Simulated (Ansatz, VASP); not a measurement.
# Al in VASP and in Ansatz

File INCAR:

```
  PREC = Accurate
  ENCUT = 520
  EDIFF = 1E-6
  ISMEAR = 0
  SIGMA = 0.15
  LREAL = False
  LASPH = True
  NELM = 100
  ALGO = Normal
  ISIF = 2
  LWAVE = False
  LCHARG = False
  GGA = PE
  IVDW = 12
  NBANDS = 14
```

The input KPOINTS:

```
Automatic mesh
0
Gamma
  18 18 6
```

Contents of POSCAR:

```
Al
1.0
    2.6842796332      0.0000000000      0.0000000000
   -1.3421398166      2.3246543532      0.0000000000
    0.0000000000      0.0000000000      9.5493247950
Al
4
Direct
    0.0000000000      0.0000000000      0.0000000000
    0.3333333333      0.6666666667      0.2500000000
    0.0000000000      0.0000000000      0.5000000000
    0.6666666667      0.3333333333      0.7500000000
```

Input for Ansatz:

```yaml
crystal:
  lattice:
    - [2.6842796332, 0.0, 0.0]
    - [-1.3421398166, 2.3246543532, 0.0]
    - [0.0, 0.0, 9.549324795]
  atoms:
    - { symbol: Al, position: [0.0, 0.0, 0.0] }
    - { symbol: Al, position: [0.3333333333, 0.6666666667, 0.25] }
    - { symbol: Al, position: [0.0, 0.0, 0.5] }
    - { symbol: Al, position: [0.6666666667, 0.3333333333, 0.75] }
basis:
  ecutwfc: 420
kpoints:
  mp_grid: { grid: [18, 18, 6] }
hamiltonian:
  xc: pbe
  pseudopotentials: { kind: paw, azcp: { folder: soft_1 } }
  dispersion: d3bj
scf:
  occupations: { method: gaussian, width: 0.15 }
output:
  forces: true
  stress: true
  eigenvalues: true
```

Alike in both runs: task single point; functional PBE; dispersion D3(BJ); k mesh 18 × 18 × 6; occupations gaussian, width 0.15 eV; no spin polarisation.

|  | VASP | Ansatz |
| --- | --- | --- |
| version | VASP 6.6.1 | Ansatz 0.2.0 |
| potentials or method | VASP PAW PBE potentials, release 64 (Al), cutoff 520 eV | scalar-relativistic, plane waves, PAW |
| valence electrons in the cell | 12 | 12 |

|  | VASP | Ansatz | Ansatz less VASP |
| --- | --- | --- | --- |
| gap on the k mesh at the Fermi level (eV) | none | none | - |
| pressure (GPa) | 7.2 | 7.2 | -0.01 |
| traceless stress, the component that is largest in VASP (GPa) | -6.39 | -6.39 | -0.002 |

A gap of «none» marks a metal or a gap that the smearing closes.
